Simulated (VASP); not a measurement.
A run of VASP 6.6.1 is set up as follows.

File INCAR:

```
SYSTEM = InSbTe3
PREC = Accurate ; ENCUT = 520
EDIFF = 1E-6 ; ISMEAR = 0
SIGMA = 0.1 ; LREAL = .FALSE.
LASPH = .TRUE. ; NELM = 80
ALGO = Normal ; ISIF = 2
LWAVE = .FALSE. ; LCHARG = .FALSE.
GGA = PE ; NBANDS = 26
```

KPOINTS

```
regular mesh
0
G
  4 4 4
  0 0 0
```

Contents of POSCAR:

```
InSbTe3
1.0
    5.5365298400      0.0000000000      0.0000000000
    0.0000000000      5.5365298400      0.0000000000
    0.0000000000      0.0000000000      5.5365298400
In Sb Te
1 1 3
Direct
    0.5000000000      0.5000000000      0.5000000000
    0.0000000000      0.0000000000      0.0000000000
    0.0000000000      0.5000000000      0.5000000000
    0.5000000000      0.5000000000      0.0000000000
    0.5000000000      0.0000000000      0.5000000000
```

Potentials or basis: VASP PAW PBE potentials, release 64 (In_d, Sb, Te).

Run with:

```bash
$ cat potpaw_PBE.64/In_d/POTCAR potpaw_PBE.64/Sb/POTCAR potpaw_PBE.64/Te/POTCAR > POTCAR
$ mpirun -np 1 vasp_std > vasp.out
```

(1) Predict the pressure.

(2) What does it give for the band gap on the k mesh?

## Answers

(1) 1.7 GPa.

(2) zero (band 18 reaches 5.84 eV, above the bottom of band 19 at 4.43 eV).

Caveat: spin-orbit coupling is left out, which moves the levels of the heavy elements.
